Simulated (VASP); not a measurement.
# Si3N4 (P6_3/m) in VASP: single point with r2SCAN

Aim: the single point of Si3N4 with r2SCAN.

Everything below comes from runs of VASP 6.6.1. Logs are shortened: lines on timing, memory, paths and dates and some standing lists are left out, and cuts for length are marked.

## 1. The cell of the first run

Symmetry: P6_3/m, No. 176, hexagonal system. Conventional cell: a = 7.722 Å, b = 7.722 Å, c = 2.952 Å, α = 90.00°, β = 90.00°, γ = 120.00°. Si (site symmetry m) has 4 N at 1.76 Å within 2.3 Å. N (site symmetry m) has 3 Si at 1.76 Å within 2.3 Å. Within 2.3 Å of N (site symmetry -6) lie 3 Si at 1.76 Å.

## 2. Single point, r2SCAN

Input file POSCAR:

```
Si3N4
1.0
    7.7216261074      0.0000000000      0.0000000000
   -3.8608130537      6.6871243675      0.0000000000
    0.0000000000      0.0000000000      2.9520254200
Si N
6 8
Direct
    0.7717089172      0.1775650133      0.2500000000
    0.5941439039      0.7717089172      0.7500000000
    0.8224349867      0.5941439039      0.2500000000
    0.2282910828      0.8224349867      0.7500000000
    0.4058560961      0.2282910828      0.2500000000
    0.1775650133      0.4058560961      0.7500000000
    0.0335294965      0.3307935792      0.2500000000
    0.7027359173      0.0335294965      0.7500000000
    0.6692064208      0.7027359173      0.2500000000
    0.9664705035      0.6692064208      0.7500000000
    0.2972640827      0.9664705035      0.2500000000
    0.3307935792      0.2972640827      0.7500000000
    0.6666666667      0.3333333333      0.2500000000
    0.3333333333      0.6666666667      0.7500000000
```

Input file INCAR.step1:

```
SYSTEM = Si3N4
ALGO = Normal
EDIFF = 1E-4
ENCUT = 520
GGA = PE
ISMEAR = -1
LASPH = .TRUE.
LCHARG = .FALSE.
LREAL = .FALSE.
LWAVE = .TRUE.
NBANDS = 45
NELM = 80
PREC = Accurate
SIGMA = 0.0565
```

Input file INCAR.step2:

```
SYSTEM = Si3N4
ALGO = Normal
EDIFF = 1E-6
ENCUT = 520
ISIF = 2
ISMEAR = -1
ISTART = 1
LASPH = .TRUE.
LCHARG = .FALSE.
LMIXTAU = .TRUE.
LREAL = .FALSE.
LWAVE = .FALSE.
METAGGA = R2SCAN
NBANDS = 45
NELM = 80
PREC = Accurate
SIGMA = 0.0565
```

Input file KPOINTS:

```
k-points
0
G
  6 6 6
  0 0 0
```

Potentials or basis: VASP PAW PBE potentials, release 64 (Si, N).

Launch:

```bash
> cat potpaw_PBE.64/Si/POTCAR potpaw_PBE.64/N/POTCAR > POTCAR
> cp INCAR.step1 INCAR
> mpirun -np 1 vasp_std > vasp.out
> cp INCAR.step2 INCAR
> mpirun -np 1 vasp_std > vasp.out
```

OUTCAR:

```text
SYSTEM = Si3N4
   EDIFF = 1E-6
   ENCUT = 520
   ISIF = 2
   ISMEAR = -1
   ISTART = 1
   LASPH = .TRUE.
   LREAL = .FALSE.
   METAGGA = R2SCAN
   NELM = 80
   PREC = Accurate

 ion  position               nearest neighbor table
   1  0.772  0.178  0.250-  13 1.76   7 1.76   8 1.76   8 1.76   3 3.04   5 3.04   2 3.10   2 3.10
                             6 3.10   6 3.10
   2  0.594  0.772  0.750-  14 1.76   8 1.76   9 1.76   9 1.76   6 3.04   4 3.04   1 3.10   1 3.10
                             3 3.10   3 3.10
   3  0.822  0.594  0.250-  13 1.76   9 1.76  10 1.76  10 1.76   1 3.04   5 3.04   4 3.10   4 3.10
                             2 3.10   2 3.10
   4  0.228  0.822  0.750-  14 1.76  10 1.76  11 1.76  11 1.76   6 3.04   2 3.04   5 3.10   5 3.10
                             3 3.10   3 3.10
   5  0.406  0.228  0.250-  13 1.76  11 1.76  12 1.76  12 1.76   3 3.04   1 3.04   4 3.10   4 3.10
                             6 3.10   6 3.10
   6  0.178  0.406  0.750-  14 1.76  12 1.76   7 1.76   7 1.76   4 3.04   2 3.04   1 3.10   1 3.10
                             5 3.10   5 3.10
   7  0.034  0.331  0.250-   1 1.76   6 1.76   6 1.76
   8  0.703  0.034  0.750-   2 1.76   1 1.76   1 1.76
   9  0.669  0.703  0.250-   3 1.76   2 1.76   2 1.76
  10  0.966  0.669  0.750-   4 1.76   3 1.76   3 1.76
  11  0.297  0.966  0.250-   5 1.76   4 1.76   4 1.76
  12  0.331  0.297  0.750-   6 1.76   5 1.76   5 1.76
  13  0.667  0.333  0.250-   1 1.76   3 1.76   5 1.76
  14  0.333  0.667  0.750-   4 1.76   6 1.76   2 1.76

  LATTYP: Found a hexagonal cell.
 ALAT       =     7.7216261074
 C/A-ratio  =     0.3823061851

  Lattice vectors:

 A1 = (   7.7216261074,   0.0000000000,   0.0000000000)
 A2 = (  -3.8608130537,   6.6871243675,   0.0000000000)
 A3 = (   0.0000000000,   0.0000000000,   2.9520254200)

Analysis of symmetry for initial positions (statically):
=====================================================================
 Subroutine PRICEL returns:
 Original cell was already a primitive cell.

 Routine SETGRP: Setting up the symmetry group for a
 hexagonal supercell.

 Subroutine GETGRP returns: Found 12 space group operations
 (whereof  6 operations were pure point group operations)
 out of a pool of 24 trial point group operations.

The static configuration has the point symmetry S_6 .
 The point group associated with its full space group is C_6h.

Analysis of symmetry for dynamics (positions and initial velocities):
=====================================================================
 Subroutine PRICEL returns:
 Original cell was already a primitive cell.

 Routine SETGRP: Setting up the symmetry group for a
 hexagonal supercell.

 Subroutine GETGRP returns: Found 12 space group operations
 (whereof  6 operations were pure point group operations)
 out of a pool of 24 trial point group operations.

The dynamic configuration has the point symmetry S_6 .
 The point group associated with its full space group is C_6h.

 Subroutine INISYM returns: Found 12 space group operations
 (whereof  6 operations are pure point group operations),
 and found     1 'primitive' translations

----------------------------------------------------------------------------------------

                                     Primitive cell

  volume of cell :     152.4292

  direct lattice vectors                    reciprocal lattice vectors
     7.721626107  0.000000000  0.000000000     0.129506400  0.074770555  0.000000000
    -3.860813054  6.687124368  0.000000000     0.000000000  0.149541110  0.000000000
     0.000000000  0.000000000  2.952025420     0.000000000  0.000000000  0.338750471

  length of vectors
     7.721626107  7.721626107  2.952025420     0.149541110  0.149541110  0.338750471

  position of ions in fractional coordinates (direct lattice)
     0.771708917  0.177565013  0.250000000
     0.594143904  0.771708917  0.750000000
     0.822434987  0.594143904  0.250000000
     0.228291083  0.822434987  0.750000000
[... 29 lines left out ...]

 KPOINTS: k-points

Automatic generation of k-mesh.
 Grid dimensions read from file:
 generate k-points for:    6    6    6

 Generating k-lattice:

  Cartesian coordinates                     Fractional coordinates (reciprocal lattice)
     0.021584400  0.012461759  0.000000000     0.166666667 -0.000000000  0.000000000
     0.000000000  0.024923518  0.000000000     0.000000000  0.166666667  0.000000000
     0.000000000  0.000000000  0.056458412     0.000000000  0.000000000  0.166666667

  Length of vectors
     0.024923518  0.024923518  0.056458412

  Shift w.r.t. Gamma in fractional coordinates (k-lattice)
     0.000000000  0.000000000  0.000000000

 Subroutine IBZKPT returns following result:
 ===========================================

 Found     32 irreducible k-points:

 Following reciprocal coordinates:
            Coordinates               Weight
  0.000000  0.000000  0.000000      1.000000
  0.166667  0.000000  0.000000      6.000000
  0.333333  0.000000  0.000000      6.000000
  0.500000  0.000000  0.000000      3.000000
  0.166667  0.166667  0.000000      6.000000
  0.333333  0.166667  0.000000      6.000000
[... 16 lines left out ...]
 -0.333333  0.500000 -0.333333     12.000000
  0.333333  0.333333  0.333333      4.000000
 [... further k-points ...]
   k-points           NKPTS =     32   k-points in BZ     NKDIM =     32   number of bands    NBANDS=     45
   number of dos      NEDOS =    301   number of ions     NIONS =     14
   total plane-waves  NPLWV =  86400
   dimension x,y,z NGX =    60 NGY =   60 NGZ =   24
   dimension x,y,z NGXF=   120 NGYF=  120 NGZF=   48
   ions per type =               6   8
   NGX,Y,Z   is equivalent  to a cutoff of  12.92, 12.92, 13.52 a.u.
   NGXF,Y,Z  is equivalent  to a cutoff of  25.84, 25.84, 27.03 a.u.
 SYSTEM =  Si3N4
   PREC   = accura    normal or accurate (medium, high low for compatibility)
   ISTART =      1    job   : 0-new  1-cont  2-samecut
   ICHARG =      0    charge: 1-file 2-atom 10-const
   ISPIN  =      1    spin polarized calculation?
   LNONCOLLINEAR =      F non collinear calculations
   LSORBIT =      F    spin-orbit coupling
   LASPH  =      T    aspherical Exc in radial PAW
   ENCUT  =  520.0 eV  38.22 Ry    6.18 a.u.  14.36 14.36  5.49*2*pi/ulx,y,z
   NELM   =     80;   NELMIN=  2; NELMDL=  0     # of ELM steps
   EDIFF  = 0.1E-05   stopping-criterion for ELM
   LREAL  =      F    real-space projection
   EDIFFG = 0.1E-04   stopping-criterion for IOM
   NSW    =      0    number of steps for IOM
   IBRION =     -1    ionic relax: 0-MD 1-quasi-New 2-CG
   NFREE  =      0    steps in history (QN), initial steepest desc. (CG)
   ISIF   =      2    stress and relaxation
   ISYM   =      2    0-nonsym 1-usesym 2-fastsym
   POTIM  = 0.5000    time-step for ionic-motion
   TEBEG  =    0.0;   TEEND  =   0.0 temperature during run
   PSTRESS=    0.0 pullay stress
   NELECT =      64.0000    total number of electrons
   NUPDOWN=      -1.0000    fix difference up-down
   EMIN   =  10.00;   EMAX   =-10.00  energy-range for DOS
   EFERMI =   0.00;   METHOD = LEGACY
   ISMEAR =    -1;   SIGMA  =   0.06  broadening in eV -4-tet -1-fermi 0-gaus
   EFERMI_NEDOS =   21; number of points for ismear=-14 and -15
   IALGO  =     38    algorithm
   IMIX   =      4    mixing-type and parameters
     AMIX     =   0.40;   BMIX     =  1.00
     AMIX_MAG =   1.60;   BMIX_MAG =  1.00
  volume/ion in A,a.u.               =      10.89        73.47
  Fermi-wavevector in a.u.,A,eV,Ry     =   1.225873  2.316564 20.446346  1.502764
  Thomas-Fermi vector in A             =   2.360895
   LORBIT       =      0    0 simple, 1 ext, 2 COOP (PROOUT), +10 PAW based schemes
   METAGGA = R2SCAN    functional components
   LHFCALC =     F    Hartree Fock is set to
   AEXX    =    0.0000 exact exchange contribution
   IVDW    =     0    specifies the selected vdW correction
   LEPSILON=     F    determine dielectric tensor
   LRPA    =     F    only Hartree local field effects (RPA)
 non-spin polarized calculation
  energy-cutoff  :      520.00
  volume of cell :      152.43
 maximum number of plane-waves:      4145
 NGX is ok and might be reduce to    60
   NGX = 29   NGY = 29   NGZ = 11

 number of electron      63.9999997 magnetization

 Free energy of the ion-electron system (eV)
  ---------------------------------------------------
  ext. energy  EPLUGINS =         0.00000000
  ---------------------------------------------------
  free energy    TOTEN  =      -143.92735669 eV

  energy without entropy =     -143.92735669  energy(sigma->0) =     -143.92735669

 E-fermi :   7.2631     XC(G=0): -11.1604

 val. band max:        6.0598225677   @ k =   0.0000   0.0000   0.1667
 cond. band min:      10.8322878489   @ k =   0.0000   0.0000   0.0000
 fundamental gap:      4.7724652812
 Fermi energy:         7.2631411781

 k-point     1 :       0.0000    0.0000    0.0000
  band No.  band energies     occupation
      1     -12.7196      2.00000
      2     -11.3362      2.00000
      3     -11.3362      2.00000
      4     -10.7071      2.00000
      5     -10.5500      2.00000
      6     -10.5500      2.00000
[... 1117 lines left out ...]
     43      14.8735      0.00000
     44      14.8735      0.00000

 [... further k-points ...]

 [bands above 44 left out]

------------------------ aborting loop because EDIFF is reached ----------------------------------------

  FORCE on cell =-STRESS in cart. coord.  units (eV):
  Direction    XX          YY          ZZ          XY          YZ          ZX
  --------------------------------------------------------------------------------------
  -------------------------------------------------------------------------------------
  Total      -10.0942378    -10.0942378    -10.9991377      0.0000009     -0.0000000      0.0000000
  in kB     -106.1001146   -106.1001146   -115.6114795      0.0000092     -0.0000000      0.0000000
  external PRESSURE =    -109.2705696 kB  Pullay stress =       0.0000000 kB

 VOLUME and BASIS-vectors are now :
 -----------------------------------------------------------------------------
  energy-cutoff  :      520.00
  volume of cell :      152.43
      direct lattice vectors                 reciprocal lattice vectors
     7.721626107  0.000000000  0.000000000     0.129506400  0.074770555  0.000000000
    -3.860813054  6.687124368  0.000000000     0.000000000  0.149541110  0.000000000
     0.000000000  0.000000000  2.952025420     0.000000000  0.000000000  0.338750471

 POSITION                                       TOTAL-FORCE (eV/Angst)
 -----------------------------------------------------------------------------------
      5.27330      1.18740      0.73801        -0.001593      0.000047      0.000000
      1.60833      5.16051      2.21402        -0.000837     -0.001355     -0.000000
      4.05666      3.97311      0.73801         0.000755     -0.001403      0.000000
     -1.41249      5.49973      2.21402         0.001593     -0.000047     -0.000000
      2.25248      1.52661      0.73801         0.000837      0.001355      0.000000
     -0.19584      2.71401      2.21402        -0.000755      0.001403     -0.000000
     -1.01823      2.21206      0.73801         0.000870     -0.002012     -0.000000
      5.29681      0.22422      2.21402         0.002178     -0.000253     -0.000000
      2.45423      4.69928      0.73801         0.001308      0.001760      0.000000
      4.87904      4.47507      2.21402        -0.000870      0.002012     -0.000000
     -1.43600      6.46291      0.73801        -0.002178      0.000253     -0.000000
      1.40658      1.98784      2.21402        -0.001308     -0.001760      0.000000
      3.86081      2.22904      0.73801        -0.000000      0.000000      0.000000
     -0.00000      4.45808      2.21402        -0.000000      0.000000      0.000000
 -----------------------------------------------------------------------------------
    total drift:                                0.000000      0.000000     -0.000000

  FREE ENERGIE OF THE ION-ELECTRON SYSTEM (eV)
  ---------------------------------------------------
  free  energy   TOTEN  =      -143.9273566877 eV

  energy  without entropy=     -143.9273566877  energy(sigma->0) =     -143.92735669
```

Run time: 7.6 min. Hardware: 1 thread of Intel Xeon Platinum 8559C (Emerald Rapids), shared host; peak memory 0.39 GiB.

Results:

* Free energy: -143.9274 eV
* Pressure: -10.9 GPa
* Band gap on the k mesh: 4.77 eV (least direct gap 4.99 eV)

Forces in eV/Å, atoms in the order of the input:
```
Si  -0.002  0.000  0.000
Si  -0.001 -0.001  0.000
Si   0.001 -0.001  0.000
Si   0.002  0.000  0.000
Si   0.001  0.001  0.000
Si  -0.001  0.001  0.000
N    0.001 -0.002  0.000
N    0.002  0.000  0.000
N    0.001  0.002  0.000
N   -0.001  0.002  0.000
N   -0.002  0.000  0.000
N   -0.001 -0.002  0.000
N    0.000  0.000  0.000
N    0.000  0.000  0.000
```

Stress tensor (GPa, compression positive):
```
-10.61   0.00   0.00
  0.00 -10.61   0.00
  0.00   0.00 -11.56
```

Caveat: the cell stands under tension; the PAW data sets were made with another functional, which shifts forces and pressure a little.
